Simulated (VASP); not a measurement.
# NaI (Fm-3m) in VASP: further runs

NaI is run at these levels: r2SCAN; tasks: single point, relaxation of cell and atoms.

Program: VASP 6.6.1. These are calculated values, not measurements. Logs are shortened: lines on timing, memory, paths and dates and some standing lists are left out, and cuts for length are marked.

## 1. The cell of the first run

It takes space group Fm-3m (No. 225, cubic). The conventional cell has a = 6.531 Å, b = 6.531 Å, c = 6.531 Å, α = 90.00°, β = 90.00°, γ = 90.00°. Within 4.3 Å of Na (site symmetry m-3m) lie 6 I at 3.27 Å. I (site symmetry m-3m) has 6 Na at 3.27 Å within 4.3 Å.

## 2. Single point, r2SCAN (volume scaled by 1.03)

File POSCAR:

```
NaI
1.0
    0.0000000000      3.2654066578      3.2654066578
    3.2654066578      0.0000000000      3.2654066578
    3.2654066578      3.2654066578      0.0000000000
Na I
1 1
Direct
    0.0000000000      0.0000000000      0.0000000000
    0.5000000000      0.5000000000      0.5000000000
```

File INCAR.step1:

```
PREC = Accurate
ENCUT = 520
ISMEAR = 0
SIGMA = 0.02
LREAL = False
LASPH = True
NELM = 80
NBANDS = 14
GGA = PE
ALGO = Normal
EDIFF = 1E-4
LWAVE = True
LCHARG = False
```

File INCAR.step2:

```
PREC = Accurate
ENCUT = 520
EDIFF = 1E-6
ISMEAR = 0
SIGMA = 0.02
LREAL = False
LASPH = True
NELM = 80
ALGO = Normal
ISIF = 2
LWAVE = False
LCHARG = False
METAGGA = R2SCAN
LMIXTAU = True
NBANDS = 14
ISTART = 1
```

File KPOINTS:

```
regular mesh
0
Gamma
  6 6 6
```

Potentials or basis: VASP PAW PBE potentials, release 64 (Na_pv, I).

Launch:

```
$ cat potpaw_PBE.64/Na_pv/POTCAR potpaw_PBE.64/I/POTCAR > POTCAR
$ cp INCAR.step1 INCAR
$ mpirun -np 1 vasp_std > vasp.out
$ cp INCAR.step2 INCAR
$ mpirun -np 1 vasp_std > vasp.out
```

OUTCAR:

```text
PREC = Accurate
   ENCUT = 520
   EDIFF = 1E-6
   ISMEAR = 0
   LREAL = False
   LASPH = True
   NELM = 80
   ISIF = 2
   METAGGA = R2SCAN
   ISTART = 1

 ion  position               nearest neighbor table
   1  0.000  0.000  0.000-
   2  0.500  0.500  0.500-

  LATTYP: Found a face centered cubic cell.
 ALAT       =     6.5308133156

  Lattice vectors:

 A1 = (   0.0000000000,   3.2654066578,   3.2654066578)
 A2 = (   3.2654066578,   0.0000000000,   3.2654066578)
 A3 = (   3.2654066578,   3.2654066578,   0.0000000000)

Analysis of symmetry for initial positions (statically):
=====================================================================
 Subroutine PRICEL returns:
 Original cell was already a primitive cell.

 Routine SETGRP: Setting up the symmetry group for a
 face centered cubic supercell.

 Subroutine GETGRP returns: Found 48 space group operations
 (whereof 48 operations were pure point group operations)
 out of a pool of 48 trial point group operations.

The static configuration has the point symmetry O_h .

Analysis of symmetry for dynamics (positions and initial velocities):
=====================================================================
 Subroutine PRICEL returns:
 Original cell was already a primitive cell.

 Routine SETGRP: Setting up the symmetry group for a
 face centered cubic supercell.

 Subroutine GETGRP returns: Found 48 space group operations
 (whereof 48 operations were pure point group operations)
 out of a pool of 48 trial point group operations.

The dynamic configuration has the point symmetry O_h .

 Subroutine INISYM returns: Found 48 space group operations
 (whereof 48 operations are pure point group operations),
 and found     1 'primitive' translations

----------------------------------------------------------------------------------------

                                     Primitive cell

  volume of cell :      69.6373

  direct lattice vectors                    reciprocal lattice vectors
     0.000000000  3.265406658  3.265406658    -0.153120286  0.153120286  0.153120286
     3.265406658  0.000000000  3.265406658     0.153120286 -0.153120286  0.153120286
     3.265406658  3.265406658  0.000000000     0.153120286  0.153120286 -0.153120286

  length of vectors
     4.617982382  4.617982382  4.617982382     0.265212114  0.265212114  0.265212114

  position of ions in fractional coordinates (direct lattice)
     0.000000000  0.000000000  0.000000000
     0.500000000  0.500000000  0.500000000

  ion indices of the primitive-cell ions
   primitive index   ion index
                 1           1
                 2           2

----------------------------------------------------------------------------------------

 KPOINTS: regular mesh

Automatic generation of k-mesh.
 Grid dimensions read from file:
 generate k-points for:    6    6    6

 Generating k-lattice:

  Cartesian coordinates                     Fractional coordinates (reciprocal lattice)
    -0.025520048  0.025520048  0.025520048     0.166666667  0.000000000  0.000000000
     0.025520048 -0.025520048  0.025520048     0.000000000  0.166666667  0.000000000
     0.025520048  0.025520048 -0.025520048     0.000000000  0.000000000  0.166666667

  Length of vectors
     0.044202019  0.044202019  0.044202019

  Shift w.r.t. Gamma in fractional coordinates (k-lattice)
     0.000000000  0.000000000  0.000000000

 Subroutine IBZKPT returns following result:
 ===========================================

 Found     16 irreducible k-points:

 Following reciprocal coordinates:
            Coordinates               Weight
  0.000000  0.000000  0.000000      1.000000
  0.166667  0.000000  0.000000      8.000000
  0.333333  0.000000  0.000000      8.000000
  0.500000  0.000000  0.000000      4.000000
  0.166667  0.166667  0.000000      6.000000
  0.333333  0.166667  0.000000     24.000000
[... 8 lines left out ...]
 -0.333333  0.333333  0.166667     24.000000
 -0.333333  0.500000  0.166667     12.000000
   k-points           NKPTS =     16   k-points in BZ     NKDIM =     16   number of bands    NBANDS=     14
   number of dos      NEDOS =    301   number of ions     NIONS =      2
   total plane-waves  NPLWV =  46656
   dimension x,y,z NGX =    36 NGY =   36 NGZ =   36
   dimension x,y,z NGXF=    72 NGYF=   72 NGZF=   72
   ions per type =               1   1
   NGX,Y,Z   is equivalent  to a cutoff of  12.96, 12.96, 12.96 a.u.
   NGXF,Y,Z  is equivalent  to a cutoff of  25.92, 25.92, 25.92 a.u.
 SYSTEM =  unknown system
   PREC   = accura    normal or accurate (medium, high low for compatibility)
   ISTART =      1    job   : 0-new  1-cont  2-samecut
   ICHARG =      0    charge: 1-file 2-atom 10-const
   ISPIN  =      1    spin polarized calculation?
   LNONCOLLINEAR =      F non collinear calculations
   LSORBIT =      F    spin-orbit coupling
   LASPH  =      T    aspherical Exc in radial PAW
   ENCUT  =  520.0 eV  38.22 Ry    6.18 a.u.   8.59  8.59  8.59*2*pi/ulx,y,z
   NELM   =     80;   NELMIN=  2; NELMDL=  0     # of ELM steps
   EDIFF  = 0.1E-05   stopping-criterion for ELM
   LREAL  =      F    real-space projection
   EDIFFG = 0.1E-04   stopping-criterion for IOM
   NSW    =      0    number of steps for IOM
   IBRION =     -1    ionic relax: 0-MD 1-quasi-New 2-CG
   NFREE  =      0    steps in history (QN), initial steepest desc. (CG)
   ISIF   =      2    stress and relaxation
   ISYM   =      2    0-nonsym 1-usesym 2-fastsym
   POTIM  = 0.5000    time-step for ionic-motion
   TEBEG  =    0.0;   TEEND  =   0.0 temperature during run
   PSTRESS=    0.0 pullay stress
   NELECT =      14.0000    total number of electrons
   NUPDOWN=      -1.0000    fix difference up-down
   EMIN   =  10.00;   EMAX   =-10.00  energy-range for DOS
   EFERMI =   0.00;   METHOD = LEGACY
   ISMEAR =     0;   SIGMA  =   0.02  broadening in eV -4-tet -1-fermi 0-gaus
   EFERMI_NEDOS =   21; number of points for ismear=-14 and -15
   IALGO  =     38    algorithm
   IMIX   =      4    mixing-type and parameters
     AMIX     =   0.40;   BMIX     =  1.00
     AMIX_MAG =   1.60;   BMIX_MAG =  1.00
  volume/ion in A,a.u.               =      34.82       234.97
  Fermi-wavevector in a.u.,A,eV,Ry     =   0.959040  1.812324 12.514074  0.919758
  Thomas-Fermi vector in A             =   2.088201
   LORBIT       =      0    0 simple, 1 ext, 2 COOP (PROOUT), +10 PAW based schemes
   METAGGA = R2SCAN    functional components
   LHFCALC =     F    Hartree Fock is set to
   AEXX    =    0.0000 exact exchange contribution
   IVDW    =     0    specifies the selected vdW correction
   LEPSILON=     F    determine dielectric tensor
   LRPA    =     F    only Hartree local field effects (RPA)
 non-spin polarized calculation
 Gauss-broadening in eV      SIGMA  =   0.02
  energy-cutoff  :      520.00
  volume of cell :       69.64
 maximum number of plane-waves:      1895
 NGX is ok and might be reduce to    36
   NGX = 17   NGY = 17   NGZ = 17

 number of electron      13.9999993 magnetization

 Free energy of the ion-electron system (eV)
  ---------------------------------------------------
  ext. energy  EPLUGINS =         0.00000000
  ---------------------------------------------------
  free energy    TOTEN  =       -31.08090483 eV

  energy without entropy =      -31.08090483  energy(sigma->0) =      -31.08090483

 E-fermi :   0.4170     XC(G=0):  -7.9546

 val. band max:        0.2969498610   @ k =   0.0000   0.0000   0.0000
 cond. band min:       4.6553289980   @ k =   0.0000   0.0000   0.0000
 fundamental gap:      4.3583791370
 Fermi energy:         0.4169962236

 k-point     1 :       0.0000    0.0000    0.0000
  band No.  band energies     occupation
      1     -22.9841      2.00000
      2     -22.9838      2.00000
      3     -22.9838      2.00000
      4     -10.9796      2.00000
      5       0.2969      2.00000
      6       0.2969      2.00000
      7       0.2969      2.00000
      8       4.6553      0.00000
      9       8.7707      0.00000
     10       8.7707      0.00000
     11       8.7707      0.00000
     12      10.5806      0.00000
     13      10.5806      0.00000
     14      11.3805      0.00000

 k-point     2 :       0.1667    0.0000    0.0000
  band No.  band energies     occupation
      1     -22.9849      2.00000
      2     -22.9841      2.00000
      3     -22.9838      2.00000
      4     -10.9070      2.00000
      5      -0.3808      2.00000
      6       0.2224      2.00000
      7       0.2224      2.00000
      8       5.4230      0.00000
      9       8.2999      0.00000
     10       8.9769      0.00000
     11       8.9770      0.00000
     12      10.1287      0.00000
     13      10.1288      0.00000
     14      11.9133      0.00000

 k-point     3 :       0.3333    0.0000    0.0000
  band No.  band energies     occupation
      1     -22.9871      2.00000
      2     -22.9842      2.00000
      3     -22.9840      2.00000
      4     -10.7535      2.00000
      5      -1.3799      2.00000
      6       0.0824      2.00000
      7       0.0824      2.00000
      8       6.0128      0.00000
      9       8.5938      0.00000
     10       8.5940      0.00000
     11       8.9608      0.00000
     12      11.1828      0.00000
     13      11.1828      0.00000
     14      11.2243      0.00000
[... 188 lines left out ...]
 k-point    15 :      -0.3333    0.3333    0.1667
  band No.  band energies     occupation
      1     -22.9869      2.00000
      2     -22.9858      2.00000
      3     -22.9848      2.00000
      4     -10.6083      2.00000
      5      -1.3517      2.00000
      6      -0.8341      2.00000
      7      -0.3244      2.00000
      8       6.9951      0.00000
      9       7.5158      0.00000
     10       8.7339      0.00000
     11       9.4276      0.00000
     12      11.3979      0.00000
     13      12.8439      0.00000
     14      13.8191      0.00000

 k-point    16 :      -0.3333    0.5000    0.1667
  band No.  band energies     occupation
      1     -22.9867      2.00000
      2     -22.9857      2.00000
      3     -22.9853      2.00000
      4     -10.5883      2.00000
      5      -1.3210      2.00000
      6      -0.7711      2.00000
      7      -0.5467      2.00000
      8       6.3452      0.00000
      9       7.3139      0.00000
     10       9.4373      0.00000
     11       9.5962      0.00000
     12      12.7188      0.00000
     13      13.5090      0.00000
     14      13.5382      0.00000

------------------------ aborting loop because EDIFF is reached ----------------------------------------

  FORCE on cell =-STRESS in cart. coord.  units (eV):
  Direction    XX          YY          ZZ          XY          YZ          ZX
  --------------------------------------------------------------------------------------
  -------------------------------------------------------------------------------------
  Total       -0.2479262     -0.2479262     -0.2479262      0.0000000      0.0000000     -0.0000000
  in kB       -5.7041534     -5.7041534     -5.7041534      0.0000000      0.0000000     -0.0000000
  external PRESSURE =      -5.7041534 kB  Pullay stress =       0.0000000 kB

 VOLUME and BASIS-vectors are now :
 -----------------------------------------------------------------------------
  energy-cutoff  :      520.00
  volume of cell :       69.64
      direct lattice vectors                 reciprocal lattice vectors
     0.000000000  3.265406658  3.265406658    -0.153120286  0.153120286  0.153120286
     3.265406658  0.000000000  3.265406658     0.153120286 -0.153120286  0.153120286
     3.265406658  3.265406658  0.000000000     0.153120286  0.153120286 -0.153120286

 POSITION                                       TOTAL-FORCE (eV/Angst)
 -----------------------------------------------------------------------------------
      0.00000      0.00000      0.00000         0.000000      0.000000      0.000000
      3.26541      3.26541      3.26541         0.000000      0.000000     -0.000000
 -----------------------------------------------------------------------------------
    total drift:                                0.000000      0.000000      0.000000

  FREE ENERGIE OF THE ION-ELECTRON SYSTEM (eV)
  ---------------------------------------------------
  free  energy   TOTEN  =       -31.0809048283 eV

  energy  without entropy=      -31.0809048283  energy(sigma->0) =      -31.08090483
```

Wall time 54 s (1 thread of Intel Xeon Platinum 8488C (Sapphire Rapids), shared host); peak memory 0.21 GiB.

What came out:

```yaml
Free_energy: -31.0809 eV
Pressure: -0.6 GPa
Band_gap_on_the_k_mesh: 4.36 eV, direct
```

Caveat: the PAW data sets were made with another functional, which shifts forces and pressure a little; spin-orbit coupling is left out, which moves the levels of the heavy elements.

[end of part 1 of 2]
